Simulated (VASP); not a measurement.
Input of a VASP 6.6.1 run:

Contents of INCAR:

```
PREC = Accurate
ENCUT = 520
EDIFF = 1E-8
ISMEAR = -1
SIGMA = 0.02
LREAL = False
LASPH = True
NELM = 100
ALGO = Normal
ISIF = 2
LWAVE = False
LCHARG = False
GGA = PS
LEFG = True
NBANDS = 15
```

Contents of KPOINTS:

```
regular mesh
0
Gamma
  9 9 9
```

POSCAR

```
TaN
1.0
   -0.0653700000      2.1463150000      2.1463150000
    2.1463150000     -0.0653700000      2.1463150000
    2.1463150000      2.1463150000     -0.0653700000
Ta N
1 1
Direct
    0.5000000000      0.5000000000      0.5000000000
    0.0000000000      0.0000000000      0.0000000000
```

Potentials or basis: VASP PAW PBE potentials, release 64 (Ta_pv, N).

Launch:

```console
$ cat potpaw_PBE.64/Ta_pv/POTCAR potpaw_PBE.64/N/POTCAR > POTCAR
$ mpirun -np 1 vasp_std > vasp.out
```

Problem. Predict the pressure.

Solution. 5.8 GPa.

Problem. What does it give for the band gap on the k mesh?

Solution. Zero (band 8 reaches 11.39 eV, above the bottom of band 9 at 7.22 eV).

Electric field gradients, principal values (V/Å²):
```
atom   least  middle  greatest (by size)
1 Ta  -2.700  -2.700               5.399
 2 N   1.168   1.168              -2.336
```

Caveat: the cell differs from its parent crystal (equal xy, yz and zx shear strains of -3 %); without QUAD_EFG the Cq values of the log hold for a quadrupole moment of 1 mb, not for the nuclei; the PAW data sets were made with another functional, which shifts forces and pressure a little; spin-orbit coupling is left out, which moves the levels of the heavy elements.
